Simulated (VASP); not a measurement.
# Li3AgB5 (Cmmm) in VASP: a series of runs, part 3 of 3

VASP 6.6.1. Earlier steps stand in the parts before.

### Step 5. Single point, PBE

This run uses another cell than the first one, of 12.31 Å³/atom.

Input file INCAR:

```
PREC = Accurate
ENCUT = 520
EDIFF = 1E-6
ISMEAR = 0
SIGMA = 0.1
LREAL = F
LASPH = T
NELM = 80
ALGO = Normal
ISIF = 2
LWAVE = F
LCHARG = F
GGA = PE
NBANDS = 28
```

Input file KPOINTS:

```
regular mesh
0
Gamma
  8 8 8
```

Input file POSCAR:

```
Li3AgB5
1.0
    2.7271867677     -4.4222579997      0.0000000000
    2.7271867677      4.4222579997      0.0000000000
    0.0000000000      0.0000000000      4.5943496047
Li Ag B
3 1 5
Direct
    0.0000000000      0.5000000000      0.5000000000
    0.5000000000      0.0000000000      0.5000000000
    0.5000000000      0.5000000000      0.0000000000
    0.5000000000      0.5000000000      0.5000000000
    0.8425650288      0.8425650288      0.1829682886
    0.1574349712      0.1574349712      0.1829682886
    0.8425650288      0.8425650288      0.8170317114
    0.1574349712      0.1574349712      0.8170317114
    0.0000000000      0.0000000000      0.5000000000
```

Potentials or basis: VASP PAW PBE potentials, release 64 (Li_sv, Ag, B).

Run with:

```
cat potpaw_PBE.64/Li_sv/POTCAR potpaw_PBE.64/Ag/POTCAR potpaw_PBE.64/B/POTCAR > POTCAR
mpirun -np 1 vasp_std > vasp.out
```

OUTCAR:

```text
PREC = Accurate
   ENCUT = 520
   EDIFF = 1E-6
   ISMEAR = 0
   LREAL = F
   LASPH = T
   NELM = 80
   ISIF = 2
   GGA = PE

 ion  position               nearest neighbor table
   1  0.000  0.500  0.500-   4 2.60   4 2.60
   2  0.500  0.000  0.500-   4 2.60   4 2.60
   3  0.500  0.500  0.000-   5 2.05   6 2.05   7 2.05   8 2.05   4 2.30   4 2.30
   4  0.500  0.500  0.500-   3 2.30   3 2.30   6 2.37   7 2.37   8 2.37   5 2.37   1 2.60   2 2.60
                             2 2.60   1 2.60   9 2.73   9 2.73
   5  0.843  0.843  0.183-   7 1.68   9 1.69   6 1.72   3 2.05   4 2.37
   6  0.157  0.157  0.183-   8 1.68   9 1.69   5 1.72   3 2.05   4 2.37
   7  0.843  0.843  0.817-   5 1.68   9 1.69   8 1.72   3 2.05   4 2.37
   8  0.157  0.157  0.817-   6 1.68   9 1.69   7 1.72   3 2.05   4 2.37
   9  0.000  0.000  0.500-   5 1.69   6 1.69   7 1.69   8 1.69   4 2.73   4 2.73

  LATTYP: Found a base centered orthorhombic cell.
 ALAT       =     5.4543735354
 B/A-ratio  =     1.6215457086
 C/A-ratio  =     0.8423239763

  Lattice vectors:

 A1 = (   2.7271867677,  -4.4222579997,   0.0000000000)
 A2 = (   2.7271867677,   4.4222579997,   0.0000000000)
 A3 = (   0.0000000000,   0.0000000000,   4.5943496047)

Analysis of symmetry for initial positions (statically):
=====================================================================
 Subroutine PRICEL returns:
 Original cell was already a primitive cell.

 Routine SETGRP: Setting up the symmetry group for a
 base centered orthorhombic supercell.

 Subroutine GETGRP returns: Found  8 space group operations
 (whereof  8 operations were pure point group operations)
 out of a pool of  8 trial point group operations.

The static configuration has the point symmetry D_2h.

Analysis of symmetry for dynamics (positions and initial velocities):
=====================================================================
 Subroutine PRICEL returns:
 Original cell was already a primitive cell.

 Routine SETGRP: Setting up the symmetry group for a
 base centered orthorhombic supercell.

 Subroutine GETGRP returns: Found  8 space group operations
 (whereof  8 operations were pure point group operations)
 out of a pool of  8 trial point group operations.

The dynamic configuration has the point symmetry D_2h.

 Subroutine INISYM returns: Found  8 space group operations
 (whereof  8 operations are pure point group operations),
 and found     1 'primitive' translations

----------------------------------------------------------------------------------------

                                     Primitive cell

  volume of cell :     110.8187

  direct lattice vectors                    reciprocal lattice vectors
     2.727186768 -4.422258000  0.000000000     0.183339112 -0.113064412  0.000000000
     2.727186768  4.422258000  0.000000000     0.183339112  0.113064412  0.000000000
     0.000000000  0.000000000  4.594349605     0.000000000  0.000000000  0.217658665

  length of vectors
     5.195566714  5.195566714  4.594349605     0.215399144  0.215399144  0.217658665

  position of ions in fractional coordinates (direct lattice)
     1.000000000  0.500000000  0.500000000
     0.500000000  1.000000000  0.500000000
     0.500000000  0.500000000  0.000000000
     0.500000000  0.500000000  0.500000000
     0.842565029  0.842565029  0.182968289
     0.157434971  0.157434971  0.182968289
     0.842565029  0.842565029  0.817031711
     0.157434971  0.157434971  0.817031711
     0.000000000  0.000000000  0.500000000
[... 67 lines left out ...]
   number of dos      NEDOS =    301   number of ions     NIONS =      9
   total plane-waves  NPLWV =  57600
   dimension x,y,z NGX =    40 NGY =   40 NGZ =   36
   dimension x,y,z NGXF=    80 NGYF=   80 NGZF=   72
   ions per type =               3   1   5
   NGX,Y,Z   is equivalent  to a cutoff of  12.80, 12.80, 13.03 a.u.
   NGXF,Y,Z  is equivalent  to a cutoff of  25.60, 25.60, 26.05 a.u.
 SYSTEM =  unknown system
   PREC   = accura    normal or accurate (medium, high low for compatibility)
   ISTART =      0    job   : 0-new  1-cont  2-samecut
   ICHARG =      2    charge: 1-file 2-atom 10-const
   ISPIN  =      1    spin polarized calculation?
   LNONCOLLINEAR =      F non collinear calculations
   LSORBIT =      F    spin-orbit coupling
   LASPH  =      T    aspherical Exc in radial PAW
   ENCUT  =  520.0 eV  38.22 Ry    6.18 a.u.   9.66  9.66  8.54*2*pi/ulx,y,z
   NELM   =     80;   NELMIN=  2; NELMDL= -5     # of ELM steps
   EDIFF  = 0.1E-05   stopping-criterion for ELM
   LREAL  =      F    real-space projection
   EDIFFG = 0.1E-04   stopping-criterion for IOM
   NSW    =      0    number of steps for IOM
   IBRION =     -1    ionic relax: 0-MD 1-quasi-New 2-CG
   NFREE  =      0    steps in history (QN), initial steepest desc. (CG)
   ISIF   =      2    stress and relaxation
   ISYM   =      2    0-nonsym 1-usesym 2-fastsym
   POTIM  = 0.5000    time-step for ionic-motion
   TEBEG  =    0.0;   TEEND  =   0.0 temperature during run
   PSTRESS=    0.0 pullay stress
   NELECT =      35.0000    total number of electrons
   NUPDOWN=      -1.0000    fix difference up-down
   EMIN   =  10.00;   EMAX   =-10.00  energy-range for DOS
   EFERMI =   0.00;   METHOD = LEGACY
   ISMEAR =     0;   SIGMA  =   0.10  broadening in eV -4-tet -1-fermi 0-gaus
   EFERMI_NEDOS =   21; number of points for ismear=-14 and -15
   IALGO  =     38    algorithm
   IMIX   =      4    mixing-type and parameters
     AMIX     =   0.40;   BMIX     =  1.00
     AMIX_MAG =   1.60;   BMIX_MAG =  1.00
  volume/ion in A,a.u.               =      12.31        83.09
  Fermi-wavevector in a.u.,A,eV,Ry     =   1.114876  2.106810 16.911337  1.242948
  Thomas-Fermi vector in A             =   2.251475
   LORBIT       =      0    0 simple, 1 ext, 2 COOP (PROOUT), +10 PAW based schemes
   GGA     = PE    functional components
   LHFCALC =     F    Hartree Fock is set to
   AEXX    =    0.0000 exact exchange contribution
   IVDW    =     0    specifies the selected vdW correction
   LEPSILON=     F    determine dielectric tensor
   LRPA    =     F    only Hartree local field effects (RPA)
 non-spin polarized calculation
 Gauss-broadening in eV      SIGMA  =   0.10
  energy-cutoff  :      520.00
  volume of cell :      110.82
 maximum number of plane-waves:      3003
   NGX = 19   NGY = 19   NGZ = 17

 number of electron      35.0000018 magnetization

 Free energy of the ion-electron system (eV)
  ---------------------------------------------------
  ext. energy  EPLUGINS =         0.00000000
  ---------------------------------------------------
  free energy    TOTEN  =       -38.97305186 eV

  energy without entropy =      -38.96451293  energy(sigma->0) =      -38.96878240

 E-fermi :   3.9152     XC(G=0):  -9.3157

 val. band max:        3.8909222808   @ k =   0.2500   0.0000   0.1250
 cond. band min:       3.9329759383   @ k =  -0.2500   0.2500   0.0000
 fundamental gap:      0.0420536575
 Fermi energy:         3.9151516300

 k-point     1 :       0.0000    0.0000    0.0000
  band No.  band energies     occupation
      1     -42.9773      2.00000
      2     -42.9561      2.00000
      3     -41.3655      2.00000
      4      -9.4111      2.00000
      5      -5.1495      2.00000
      6      -4.4314      2.00000
[... 733 lines left out ...]
     27      10.5272      0.00000
     28      11.0291      0.00000

 [... further k-points ...]

------------------------ aborting loop because EDIFF is reached ----------------------------------------

  FORCE on cell =-STRESS in cart. coord.  units (eV):
  Direction    XX          YY          ZZ          XY          YZ          ZX
  --------------------------------------------------------------------------------------
  -------------------------------------------------------------------------------------
  Total        0.1168189     -0.0890016     -0.0122233      0.0000000      0.0000000      0.0000000
  in kB        1.6889270     -1.2867535     -0.1767203      0.0000000      0.0000000      0.0000000
  external PRESSURE =       0.0751511 kB  Pullay stress =       0.0000000 kB

 VOLUME and BASIS-vectors are now :
 -----------------------------------------------------------------------------
  energy-cutoff  :      520.00
  volume of cell :      110.82
      direct lattice vectors                 reciprocal lattice vectors
     2.727186768 -4.422258000  0.000000000     0.183339112 -0.113064412  0.000000000
     2.727186768  4.422258000  0.000000000     0.183339112  0.113064412  0.000000000
     0.000000000  0.000000000  4.594349605     0.000000000  0.000000000  0.217658665

 POSITION                                       TOTAL-FORCE (eV/Angst)
 -----------------------------------------------------------------------------------
      1.36359      2.21113      2.29717         0.000000     -0.000000      0.000000
      1.36359     -2.21113      2.29717         0.000000      0.000000      0.000000
      2.72719      0.00000      0.00000         0.000000      0.000000      0.000000
      2.72719      0.00000      2.29717         0.000000      0.000000      0.000000
      4.59566      0.00000      0.84062         0.011611      0.000000      0.001764
      0.85871      0.00000      0.84062        -0.011611      0.000000      0.001764
      4.59566      0.00000      3.75373         0.011611      0.000000     -0.001764
      0.85871      0.00000      3.75373        -0.011611      0.000000     -0.001764
      0.00000      0.00000      2.29717         0.000000      0.000000      0.000000
 -----------------------------------------------------------------------------------
    total drift:                                0.000000      0.000000     -0.000000

  FREE ENERGIE OF THE ION-ELECTRON SYSTEM (eV)
  ---------------------------------------------------
  free  energy   TOTEN  =       -38.9730518602 eV

  energy  without entropy=      -38.9645129304  energy(sigma->0) =      -38.96878240
```

Run time: 3.3 min. Hardware: 1 thread of Intel Xeon Platinum 8488C (Sapphire Rapids), shared host; peak memory 0.43 GiB.

What came out:

- Free energy: -38.9731 eV
- Largest force: 0.012 eV/Å
- Band gap on the k mesh: zero (an odd number of electrons rules out a gap without spin polarisation)

Forces in eV/Å, atoms in the order of the input:
```
Li   0.000  0.000  0.000
Li   0.000  0.000  0.000
Li   0.000  0.000  0.000
Ag   0.000  0.000  0.000
B    0.012  0.000  0.002
B   -0.012  0.000  0.002
B    0.012  0.000 -0.002
B   -0.012  0.000 -0.002
B    0.000  0.000  0.000
```

Levels at points of the mesh, in eV from the Fermi level:
```
           k point  band 14  band 15  band 16  band 17  band 18  band 19  band 20  band 21
(0.00, 0.00, 0.00)    -4.97    -4.20    -1.50    -0.07     0.18     0.88     1.33     2.08
(0.50, 0.00, 0.00)    -3.91    -3.39    -2.78    -1.97     0.74     0.82     2.08     2.64
(0.50, 0.50, 0.00)    -5.16    -4.17    -1.25     0.27     0.61     0.95     1.30     1.60
(0.00, 0.00, 0.50)    -3.99    -3.65    -3.50    -2.68     0.23     0.78     2.57     2.71
(0.50, 0.00, 0.50)    -3.19    -3.11    -0.96    -0.90    -0.26     0.06     0.65     0.71
(0.50, 0.50, 0.50)    -4.21    -4.09    -3.53    -3.25     1.44     2.38     2.42     2.72
```

Caveat: the cutoff is under 1.25 times the usual one of these potentials, so pressure, stress and relaxed cells hold a basis-set (Pulay) error.

### Step 6. The runs side by side

```tsv
task	cell	k mesh	cutoff (eV)	gap on the mesh (eV)	largest force (eV/Å)
single point	a = 5.220, b = 5.220, c = 4.578 Å, angles 90.0, 90.0, 116.8°, 9 atoms, atomic positions A	4 × 4 × 4	520	none	0.02
single point	a = 4.877, b = 4.877, c = 4.787 Å, angles 90.0, 90.0, 100.6°, 9 atoms, atomic positions B	4 × 4 × 4	520	none	4.71
relaxation of cell and atoms	relaxed from a = 4.877, b = 4.877, c = 4.787 Å, angles 90.0, 90.0, 100.6°, 9 atoms, atomic positions B	4 × 4 × 4	600	none	0.02
single point	a = 5.196, b = 5.196, c = 4.594 Å, angles 90.0, 90.0, 116.7°, 9 atoms, atomic positions A	8 × 8 × 8	520	none	0.01
```

Alike in all rows: level PBE; potentials or basis VASP PAW PBE potentials, release 64 (Li_sv, Ag, B); no spin polarisation; smearing gaussian 0.1 eV.

Caveats: the cutoff is under 1.25 times the usual one of these potentials, so pressure, stress and relaxed cells hold a basis-set (Pulay) error; forces of over 1 eV/Å act on the atoms, so gaps and moduli don't describe the material at rest (at least some runs).

Absolute energies hang on the potentials; compare differences alone.
